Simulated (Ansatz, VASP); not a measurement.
Two plane-wave programs on InSb

```xyz
2
Lattice="0.0000 3.2700 3.2274 3.2700 0.0000 3.2274 3.2700 3.2700 0.0000" Properties=species:S:1:pos:R:3 pbc="T T T"
In    0.0000    0.0000    0.0000
Sb    1.6350    1.6350    1.6137
```

Change from the starting cell: strained cell.

Alike in both runs: functional PBEsol; k mesh 10 × 10 × 10; occupations gaussian, width 0.1 eV; no spin polarisation.

Ansatz relaxed the structure, and its values are those at the end. VASP's run is a single point on that final structure, the one shown.

```csv
,VASP,Ansatz
version,VASP 6.6.1,Ansatz 0.2.0
potentials or method,"VASP PAW PBE potentials, release 64 (In_d, Sb), cutoff 500 eV","scalar-relativistic, plane waves, PAW"
valence electrons in the cell,18,28
```

```csv
,VASP,Ansatz,Ansatz less VASP
gap on the k mesh at the Fermi level (eV),none,none,-
pressure (GPa),0.2,0.1,-0.02
```

VASP's potentials were made for PBE, not for PBEsol. A gap of «none» marks a metal or a gap that the smearing closes. The functional is the same, so the differences come from potentials, cutoffs and numerics. VASP's potentials hold 18 valence electrons a cell and Ansatz's 28, so a difference there can come from the potentials and not from the codes. Ansatz's warnings: stress scf threshold loose.

Neither program's run includes spin-orbit coupling.
